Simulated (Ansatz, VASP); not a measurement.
Two plane-wave programs on NaI

```xyz
2
Lattice="0.0000 3.5432 3.5432 3.6371 0.0000 3.5432 3.6371 3.5432 0.0000" Properties=species:S:1:pos:R:3 pbc="T T T"
Na    0.0000    0.0000    0.0000
I     1.8185    1.7716    1.7716
```

Change from the starting cell: uniaxial_x strain +2.6%.

Alike in both runs: task single point; functional r2SCAN; k mesh 6 × 6 × 6; no spin polarisation.

|  | VASP | Ansatz |
| --- | --- | --- |
| version | VASP 6.6.1 | Ansatz 0.2.0 |
| potentials or method | VASP PAW PBE potentials, release 64 (Na_pv, I) | plane waves, PAW |
| plane-wave cutoff (eV) | 520 | 500 |
| occupations | gaussian, width 0.01 eV | fixed |
| valence electrons in the cell | 14 | 26 |

|  | VASP | Ansatz | Ansatz less VASP |
| --- | --- | --- | --- |
| gap on the k mesh at the Fermi level (eV) | 4.37 | 4.36 | -0.005 |
| pressure (GPa) | -0.3 | -0.3 | +0.06 |

VASP's potentials were made for PBE, not for r2SCAN. VASP's potentials hold 14 valence electrons a cell and Ansatz's 26, so a difference there can come from the potentials and not from the codes.

Spin-orbit coupling is off throughout.
